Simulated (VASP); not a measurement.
# BAs (F-43m) in VASP: further runs, part 2 of 2

VASP 6.6.1. The steps go on from the part before.

## 4. Vibrations by perturbation theory, PBEsol (phonons at volume x 1.02)

Contents of INCAR:

```
SYSTEM = BAs
PREC = Accurate
ENCUT = 520
EDIFF = 1E-8
ISMEAR = 0
SIGMA = 0.01
LREAL = .False.
LASPH = .True.
NELM = 80
ALGO = Normal
ISIF = 2
LWAVE = .False.
LCHARG = .False.
GGA = PS
NBANDS = 11
IBRION = 8
NSW = 1
LEPSILON = .True.
```

Contents of KPOINTS:

```
Automatic mesh
0
Gamma
  10 10 10
  0 0 0
```

Contents of POSCAR:

```
BAs
1.0
    0.0000000000      2.3997260280      2.3997260280
    2.3997260280      0.0000000000      2.3997260280
    2.3997260280      2.3997260280      0.0000000000
B As
1 1
Direct
    0.0000000000      0.0000000000      0.0000000000
    0.7500000000      0.7500000000      0.7500000000
```

Potentials or basis: VASP PAW PBE potentials, release 64 (B, As).

Launch:

```bash
cat potpaw_PBE.64/B/POTCAR potpaw_PBE.64/As/POTCAR > POTCAR
mpirun -np 1 vasp_std > vasp.out
```

OUTCAR:

```text
SYSTEM = BAs
   PREC = Accurate
   ENCUT = 520
   EDIFF = 1E-8
   ISMEAR = 0
   LREAL = .False.
   LASPH = .True.
   NELM = 80
   ISIF = 2
   GGA = PS
   IBRION = 8
   NSW = 1
   LEPSILON = .True.

 ion  position               nearest neighbor table
   1  0.000  0.000  0.000-   2 2.08   2 2.08   2 2.08   2 2.08
   2  0.750  0.750  0.750-   1 2.08   1 2.08   1 2.08   1 2.08

  LATTYP: Found a face centered cubic cell.
 ALAT       =     4.7994520560

  Lattice vectors:

 A1 = (   0.0000000000,   2.3997260280,   2.3997260280)
 A2 = (   2.3997260280,   0.0000000000,   2.3997260280)
 A3 = (   2.3997260280,   2.3997260280,   0.0000000000)

Analysis of symmetry for initial positions (statically):
=====================================================================
 Subroutine PRICEL returns:
 Original cell was already a primitive cell.

 Routine SETGRP: Setting up the symmetry group for a
 face centered cubic supercell.

 Subroutine GETGRP returns: Found 24 space group operations
 (whereof 24 operations were pure point group operations)
 out of a pool of 48 trial point group operations.

The static configuration has the point symmetry T_d .

Analysis of symmetry for dynamics (positions and initial velocities):
=====================================================================
 Subroutine PRICEL returns:
 Original cell was already a primitive cell.

 Routine SETGRP: Setting up the symmetry group for a
 face centered cubic supercell.
[... 595 lines left out ...]

 PIEZOELECTRIC TENSOR (including local field effects)  for field in x, y, z        (C/m^2)
          XX          YY          ZZ          XY          YZ          ZX
  --------------------------------------------------------------------------------
  x     0.00000     0.00000    -0.00000     0.00000    -0.06613     0.00000
  y    -0.00000    -0.00000     0.00000     0.00000     0.00000    -0.06613
  z     0.00000     0.00000     0.00000    -0.06613     0.00000     0.00000

 BORN EFFECTIVE CHARGES (including local field effects) (in |e|, cummulative output)
 ---------------------------------------------------------------------------------
 ion    1
    1    -0.46128     0.00000     0.00000
    2     0.00000    -0.46128     0.00000
    3    -0.00000    -0.00000    -0.46128
 ion    2
    1     0.46128     0.00000    -0.00000
    2    -0.00000     0.46128     0.00000
    3     0.00000     0.00000     0.46128

 INTERNAL STRAIN TENSOR FOR ION    2 for displacements in x,y,z  (eV/Angst):
          X           Y           Z          XY          YZ          ZX
  --------------------------------------------------------------------------------
  x     0.00000     0.00000     0.00000     0.00000     6.56930     0.00000
  y     0.00000     0.00000     0.00000     0.00000     0.00000     6.56930
  z     0.00000     0.00000     0.00000     6.56930     0.00000     0.00000

 SECOND DERIVATIVES (NOT SYMMETRIZED)
 ------------------------------------
               1X          1Y          1Z          2X          2Y          2Z
  1X   -16.173992    0.000000    0.000000   16.173992    0.000000    0.000000
  1Y     0.000000  -16.173992    0.000000    0.000000   16.173992    0.000000
  1Z     0.000000    0.000000  -16.173992    0.000000    0.000000   16.173992
  2X    16.168043    0.000000    0.000000  -16.168043    0.000000    0.000000
  2Y     0.000000   16.168043    0.000000    0.000000  -16.168043    0.000000
  2Z     0.000000    0.000000   16.168043    0.000000    0.000000  -16.168043

 Eigenvectors and eigenvalues of the dynamical matrix
 ----------------------------------------------------

   1 f  =   20.454349 THz   128.518467 2PiTHz  682.283650 cm-1    84.592353 meV
             X         Y         Z           dx          dy          dz
      0.000000  0.000000  0.000000     0.000000    0.934847    0.000000
      3.599589  3.599589  3.599589     0.000000   -0.355050    0.000000
[... 21 lines left out ...]
   6 f/i=    0.001249 THz     0.007847 2PiTHz    0.041656 cm-1     0.005165 meV
             X         Y         Z           dx          dy          dz
      0.000000  0.000000  0.000000     0.000000   -0.355050    0.000000
      3.599589  3.599589  3.599589     0.000000   -0.934847    0.000000

--------------------------------------------------------------------------------------------------------

 MACROSCOPIC STATIC DIELECTRIC TENSOR IONIC CONTRIBUTION
 ------------------------------------------------------
           0.086146    -0.000000     0.000000
          -0.000000     0.086146     0.000000
           0.000000     0.000000     0.086146
 ------------------------------------------------------

 ELASTIC MODULI CONTR FROM IONIC RELAXATION (kBar)
 Direction    XX          YY          ZZ          XY          YZ          ZX
 --------------------------------------------------------------------------------
 XX          -0.0000      0.0000      0.0000      0.0000     -0.0000      0.0000
 YY           0.0000     -0.0000      0.0000      0.0000      0.0000     -0.0000
 ZZ           0.0000      0.0000     -0.0000     -0.0000      0.0000      0.0000
 XY           0.0000      0.0000     -0.0000   -163.0404      0.0000      0.0000
 YZ          -0.0000      0.0000      0.0000      0.0000   -163.0404      0.0000
 ZX           0.0000     -0.0000      0.0000      0.0000      0.0000   -163.0404
 --------------------------------------------------------------------------------

 PIEZOELECTRIC TENSOR IONIC CONTR  for field in x, y, z        (C/m^2)
          XX          YY          ZZ          XY          YZ          ZX
  --------------------------------------------------------------------------------
  x     0.00000     0.00000    -0.00000    -0.00000     0.11152     0.00000
  y    -0.00000     0.00000     0.00000     0.00000    -0.00000     0.11152
  z     0.00000     0.00000     0.00000     0.11152     0.00000     0.00000
```

OSZICAR:

```text
N       E                     dE             d eps       ncg     rms          rms(c)
DAV:   1     0.106554376713E+02    0.10655E+02   -0.37536E+03  1034   0.640E+02
DAV:   2    -0.120846856928E+02   -0.22740E+02   -0.21340E+02  1337   0.101E+02
DAV:   3    -0.127816057334E+02   -0.69692E+00   -0.69529E+00  1331   0.166E+01
DAV:   4    -0.127833096946E+02   -0.17040E-02   -0.17039E-02  1148   0.902E-01
[... 135 lines left out ...]
RMM:   8    -0.368249391485E-01    0.92318E-07   -0.56862E-08  6832   0.219E-05    0.192E-05
RMM:   9    -0.368250221985E-01   -0.83050E-07   -0.33281E-08  6780   0.133E-05    0.132E-06
RMM:  10    -0.368250121670E-01    0.10032E-07   -0.40435E-10  5434   0.974E-07    0.811E-07
RMM:  11    -0.368250126344E-01   -0.46742E-09    0.82239E-10  4385   0.848E-07    0.218E-07
 Linear response finished
```

stdout:

```text
POSCAR found type information on POSCAR B As
 POSCAR found :  2 types and       2 ions
 scaLAPACK will be used
 -----------------------------------------------------------------------------
|                                                                             |
|                                                                             |
|     You enforced a specific xc type in the INCAR file but a different       |
[... 39 lines left out ...]
 force on displaced ion       1 direction 1 : -16.174   0.000   0.000
 Born effective charge ion    1 direction 1 :  -0.477   0.000   0.000
 Linear response progress:
 first order change of Fermi-energy  -0.17458E-01
 force on displaced ion       2 direction 1 : -16.168   0.000   0.000
 Born effective charge ion    2 direction 1 :   0.451   0.000   0.000
 Born effective charges drift removed
 Linear response finished
```

Run time: 3.1 min. Hardware: 1 thread of Intel Xeon 6975P-C (Granite Rapids), shared host; peak memory 0.27 GiB.

What came out:

```
Electronic dielectric tensor (diagonal)                 : 10.07
Born charges (mean of the diagonal)                     : B -0.46; As +0.46 e
Highest phonon frequency at Γ, LO-TO splitting left out : 682 cm⁻¹
```

Phonon frequencies in cm⁻¹ (negative: imaginary):
```csv
q point,frequencies
"(0.000, 0.000, 0.000)",0 0 0 682 682 682
```

Electronic dielectric tensor:
```
10.07  0.00  0.00
 0.00 10.07  0.00
 0.00  0.00 10.07
```

Born effective charge tensors (e):
atom 1, B
```
-0.46  0.00  0.00
 0.00 -0.46  0.00
 0.00  0.00 -0.46
```
atom 2, As
```
0.46 0.00 0.00
0.00 0.46 0.00
0.00 0.00 0.46
```

Caveat: the cell differs from its parent crystal (phonons at volume x 1.02); the cell wasn't relaxed at this level first, which shifts response properties; the PAW data sets were made with another functional, which shifts forces and pressure a little.

## 5. Elastic constants, PBEsol

This run uses another cell than the first one, of 12.39 Å³/atom, 0.934 times its volume.

Contents of INCAR:

```
SYSTEM = BAs
ALGO = Normal
EDIFF = 1E-8
ENCUT = 600
GGA = PS
IBRION = 6
ISIF = 3
ISMEAR = 0
LASPH = .True.
LCHARG = .False.
LREAL = .False.
LWAVE = .False.
NELM = 80
NFREE = 2
NSW = 1
POTIM = 0.015
PREC = Accurate
SIGMA = 0.01
```

Contents of KPOINTS:

```
k-points
0
Gamma
  10 10 10
  0 0 0
```

Contents of POSCAR:

```
BAs
1.0
    0.0000000000      2.3141226513      2.3141226513
    2.3141226513      0.0000000000      2.3141226513
    2.3141226513      2.3141226513      0.0000000000
B As
1 1
Direct
    0.0000000000      0.0000000000      0.0000000000
    0.7500000000      0.7500000000      0.7500000000
```

Launch:

```bash
cat potpaw_PBE.64/B/POTCAR potpaw_PBE.64/As/POTCAR > POTCAR
mpirun -np 1 vasp_std > vasp.out
```

It took 4 min on 1 thread of Intel Xeon 6975P-C (Granite Rapids), shared host; peak memory 0.28 GiB.

It converged, with:

* Elastic constants C11, C12, C44: 334, 115, 174 GPa
* Voigt bulk modulus: 188 GPa
* Highest phonon frequency at Γ, LO-TO splitting left out: 761 cm⁻¹

Phonon frequencies in cm⁻¹ (negative: imaginary):
```
              q point        frequencies
(0.000, 0.000, 0.000)  0 0 0 761 761 761
```

Elastic tensor in Voigt notation (GPa, in the Cartesian axes of the cell as first typed):
```
334 115 115   0   0   0
115 334 115   0   0   0
115 115 334   0   0   0
  0   0   0 174   0   0
  0   0   0   0 174   0
  0   0   0   0   0 174
```

Clamped-ion elastic tensor (GPa):
```
334 115 115   0   0   0
115 334 115   0   0   0
115 115 334   0   0   0
  0   0   0 221   0   0
  0   0   0   0 221   0
  0   0   0   0   0 221
```

Caveat: the cell is under stress, which shifts elastic constants; the PAW data sets were made with another functional, which shifts forces and pressure a little.

## 6. Elastic constants, PBEsol

This run uses another cell than the first one, of 12.87 Å³/atom, 0.970 times its volume.

Contents of INCAR:

```
ALGO = Normal
EDIFF = 1E-8
ENCUT = 600
GGA = PS
IBRION = 6
ISIF = 3
ISMEAR = 0
LASPH = True
LCHARG = False
LREAL = False
LWAVE = False
NBANDS = 11
NELM = 100
NFREE = 2
NSW = 1
POTIM = 0.015
PREC = Accurate
SIGMA = 0.01
```

Contents of KPOINTS:

```
k-points
0
Gamma
  10 10 10
```

Contents of POSCAR:

```
BAs
1.0
    0.0000000000      2.3434970223      2.3434970223
    2.3434970223      0.0000000000      2.3434970223
    2.3434970223      2.3434970223      0.0000000000
B As
1 1
Direct
    0.0000000000      0.0000000000      0.0000000000
    0.7500000000      0.7500000000      0.7500000000
```

Potentials or basis: VASP PAW PBE potentials, release 64 (B, As).

Launch:

```bash
cat potpaw_PBE.64/B/POTCAR potpaw_PBE.64/As/POTCAR > POTCAR
mpirun -np 1 vasp_std > vasp.out
```

Run time: 5.3 min. Hardware: 1 thread of Intel Xeon 6975P-C (Granite Rapids), shared host; peak memory 0.32 GiB.

The run converged. Its results:

```yaml
Elastic_constants_C11_C12_C44: 310, 97, 165 GPa
Voigt_bulk_modulus: 168 GPa
Highest_phonon_frequency_at_Γ_LO-TO_splitting_left_out: 733 cm⁻¹
```

Phonon frequencies in cm⁻¹ (negative: imaginary):
```
              q point        frequencies
(0.000, 0.000, 0.000)  0 0 0 733 733 733
```

Elastic tensor in Voigt notation (GPa, in the Cartesian axes of the cell as first typed):
```
310  97  97   0   0   0
 97 310  97   0   0   0
 97  97 310   0   0   0
  0   0   0 165   0   0
  0   0   0   0 165   0
  0   0   0   0   0 165
```

Clamped-ion elastic tensor (GPa):
```
310  97  97   0   0   0
 97 310  97   0   0   0
 97  97 310   0   0   0
  0   0   0 199   0   0
  0   0   0   0 199   0
  0   0   0   0   0 199
```

Caveat: the cell is under stress, which shifts elastic constants; the PAW data sets were made with another functional, which shifts forces and pressure a little.

## 7. Vibrations by perturbation theory, PBEsol

This run uses another cell than the first one, of 13.65 Å³/atom, 1.028 times its volume.

Contents of INCAR:

```
SYSTEM = BAs
  PREC = Accurate
  ENCUT = 520
  EDIFF = 1E-8
  ISMEAR = 0
  SIGMA = 0.01
  LREAL = .False.
  LASPH = .True.
  NELM = 100
  ALGO = Normal
  ISIF = 2
  LWAVE = .False.
  LCHARG = .True.
  GGA = PS
  NBANDS = 11
  IBRION = 8
  NSW = 1
  LEPSILON = .True.
```

Contents of KPOINTS:

```
regular mesh
0
Gamma
  10 10 10
  0 0 0
```

Contents of POSCAR:

```
BAs
1.0
    0.0000000000      2.3896378935      2.3896378935
    2.3896378935      0.0000000000      2.3896378935
    2.3896378935      2.3896378935      0.0000000000
B As
1 1
Direct
    0.0000000000      0.0000000000      0.0000000000
    0.7500000000      0.7500000000      0.7500000000
```

Potentials or basis: VASP PAW PBE potentials, release 64 (B, As).

Launch:

```bash
cat potpaw_PBE.64/B/POTCAR potpaw_PBE.64/As/POTCAR > POTCAR
mpirun -np 1 vasp_std > vasp.out
```

OUTCAR:

```text
SYSTEM = BAs
   PREC = Accurate
   ENCUT = 520
   EDIFF = 1E-8
   ISMEAR = 0
   LREAL = .False.
   LASPH = .True.
   NELM = 100
   ISIF = 2
   GGA = PS
   IBRION = 8
   NSW = 1
   LEPSILON = .True.

 ion  position               nearest neighbor table
   1  0.000  0.000  0.000-   2 2.07   2 2.07   2 2.07   2 2.07
   2  0.750  0.750  0.750-   1 2.07   1 2.07   1 2.07   1 2.07

  LATTYP: Found a face centered cubic cell.
 ALAT       =     4.7792757870

  Lattice vectors:

 A1 = (   0.0000000000,   2.3896378935,   2.3896378935)
 A2 = (   2.3896378935,   0.0000000000,   2.3896378935)
 A3 = (   2.3896378935,   2.3896378935,   0.0000000000)

Analysis of symmetry for initial positions (statically):
[... 639 lines left out ...]
  z    -0.00000    -0.00000    -0.00000     7.09340     0.00000     0.00000

 SECOND DERIVATIVES (NOT SYMMETRIZED)
 ------------------------------------
               1X          1Y          1Z          2X          2Y          2Z
  1X   -16.592106    0.000000    0.000000   16.592106    0.000000    0.000000
  1Y     0.000000  -16.592106    0.000000    0.000000   16.592106    0.000000
  1Z     0.000000    0.000000  -16.592106    0.000000    0.000000   16.592106
  2X    16.588848    0.000000    0.000000  -16.588848    0.000000    0.000000
  2Y     0.000000   16.588848    0.000000    0.000000  -16.588848    0.000000
  2Z     0.000000    0.000000   16.588848    0.000000    0.000000  -16.588848

 Eigenvectors and eigenvalues of the dynamical matrix
 ----------------------------------------------------

   1 f  =   20.717269 THz   130.170439 2PiTHz  691.053700 cm-1    85.679700 meV
             X         Y         Z           dx          dy          dz
      0.000000  0.000000  0.000000     0.000000    0.934837    0.000000
      3.584457  3.584457  3.584457     0.000000   -0.355076    0.000000
[... 21 lines left out ...]
   6 f/i=    0.000675 THz     0.004242 2PiTHz    0.022523 cm-1     0.002792 meV
             X         Y         Z           dx          dy          dz
      0.000000  0.000000  0.000000     0.000000    0.000000   -0.355076
      3.584457  3.584457  3.584457     0.000000    0.000000   -0.934837

--------------------------------------------------------------------------------------------------------

 MACROSCOPIC STATIC DIELECTRIC TENSOR IONIC CONTRIBUTION
 ------------------------------------------------------
           0.099566    -0.000000    -0.000000
          -0.000000     0.099566     0.000000
          -0.000000     0.000000     0.099566
 ------------------------------------------------------

 ELASTIC MODULI CONTR FROM IONIC RELAXATION (kBar)
 Direction    XX          YY          ZZ          XY          YZ          ZX
 --------------------------------------------------------------------------------
 XX          -0.0000     -0.0000     -0.0000      0.0000      0.0000      0.0000
 YY          -0.0000     -0.0000     -0.0000      0.0000      0.0000      0.0000
 ZZ          -0.0000     -0.0000     -0.0000      0.0000      0.0000      0.0000
 XY           0.0000      0.0000      0.0000   -187.0404      0.0000      0.0000
 YZ           0.0000      0.0000      0.0000      0.0000   -187.0404      0.0000
 ZX           0.0000      0.0000      0.0000      0.0000      0.0000   -187.0404
 --------------------------------------------------------------------------------

 PIEZOELECTRIC TENSOR IONIC CONTR  for field in x, y, z        (C/m^2)
          XX          YY          ZZ          XY          YZ          ZX
  --------------------------------------------------------------------------------
  x    -0.00000    -0.00000    -0.00000    -0.00000     0.12841     0.00000
  y    -0.00000    -0.00000    -0.00000     0.00000    -0.00000     0.12841
  z    -0.00000    -0.00000    -0.00000     0.12841    -0.00000     0.00000
```

OSZICAR:

```text
N       E                     dE             d eps       ncg     rms          rms(c)
DAV:   1     0.116042614852E+02    0.11604E+02   -0.37723E+03  1042   0.644E+02
DAV:   2    -0.120949930764E+02   -0.23699E+02   -0.22579E+02  1414   0.105E+02
[... 134 lines left out ...]
RMM:   4    -0.367839727321E-01   -0.21004E-04   -0.20845E-04  6332   0.297E-02    0.322E-03
RMM:   5    -0.367650565214E-01    0.18916E-04   -0.24610E-05  6621   0.260E-03    0.770E-04
RMM:   6    -0.367601601296E-01    0.48964E-05   -0.23070E-06  6607   0.596E-04    0.187E-04
RMM:   7    -0.367587022398E-01    0.14579E-05   -0.32935E-07  6723   0.146E-04    0.375E-05
RMM:   8    -0.367586039139E-01    0.98326E-07   -0.54481E-08  6876   0.215E-05    0.187E-05
RMM:   9    -0.367586847299E-01   -0.80816E-07   -0.33805E-08  6796   0.126E-05    0.132E-06
RMM:  10    -0.367586755083E-01    0.92216E-08   -0.97168E-11  5504   0.903E-07    0.817E-07
 Linear response finished
```

stdout:

```text
POSCAR found type information on POSCAR B As
 POSCAR found :  2 types and       2 ions
 scaLAPACK will be used
 -----------------------------------------------------------------------------
|                                                                             |
|                                                                             |
|     You enforced a specific xc type in the INCAR file but a different       |
[... 39 lines left out ...]
 force on displaced ion       1 direction 1 : -16.592   0.000   0.000
 Born effective charge ion    1 direction 1 :  -0.514   0.000   0.000
 Linear response progress:
 first order change of Fermi-energy  -0.33919E+00
 force on displaced ion       2 direction 1 : -16.589  -0.000  -0.000
 Born effective charge ion    2 direction 1 :   0.489   0.000   0.000
 Born effective charges drift removed
 Linear response finished
```

Run time: 10 min. Hardware: 1 thread of AMD EPYC 7R43 (Zen 3), shared host; peak memory 0.24 GiB.

Results:

```
Electronic dielectric tensor (diagonal)                 : 10.01
Born charges (mean of the diagonal)                     : B -0.50; As +0.50 e
Highest phonon frequency at Γ, LO-TO splitting left out : 691 cm⁻¹
```

Phonon frequencies in cm⁻¹ (negative: imaginary):
```csv
q point,frequencies
"(0.000, 0.000, 0.000)",0 0 0 691 691 691
```

Electronic dielectric tensor:
```
10.01  0.00  0.00
 0.00 10.01  0.00
 0.00  0.00 10.01
```

Born effective charge tensors (e):
atom 1, B
```
-0.50  0.00  0.00
 0.00 -0.50  0.00
 0.00  0.00 -0.50
```
atom 2, As
```
0.50 0.00 0.00
0.00 0.50 0.00
0.00 0.00 0.50
```

Caveat: the PAW data sets were made with another functional, which shifts forces and pressure a little.
